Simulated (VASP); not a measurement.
The system is MgS.

```
S Mg
1.0
     0.00000    2.81411    2.81411
     2.81411    0.00000    2.81411
     2.81411    2.81411    0.00000
S Mg
1 1
Direct
  0.25000 0.25000 0.25000
  0.00000 0.00000 0.00000
```

Base run:

| Quantity | Value |
| --- | --- |
| Program | VASP 6.6.1 |
| Functional | r2SCAN |
| Potentials or basis | VASP PAW PBE potentials, release 64 (S, Mg) |
| Cutoff | 520 eV |
| k mesh | 8 × 8 × 8 |
| Occupations | fermi-dirac, width 0.05 eV |
| Spin | no spin polarisation |

Its results: band gap on the k mesh 4.23 eV, direct; pressure 0.8 GPa.

**Question.** The run is repeated on the same cell with these changes: functional from r2SCAN to LDA; potentials or basis from VASP PAW PBE potentials, release 64 (S, Mg) to VASP PAW LDA potentials, release 64 (S, Mg). What comes out?

**Answer.** Band gap on the k mesh 3.28 eV, direct; pressure -1.4 GPa.

Caveats: the PAW data sets were made with another functional, which shifts forces and pressure a little (some runs).

A k mesh can miss the band edges.
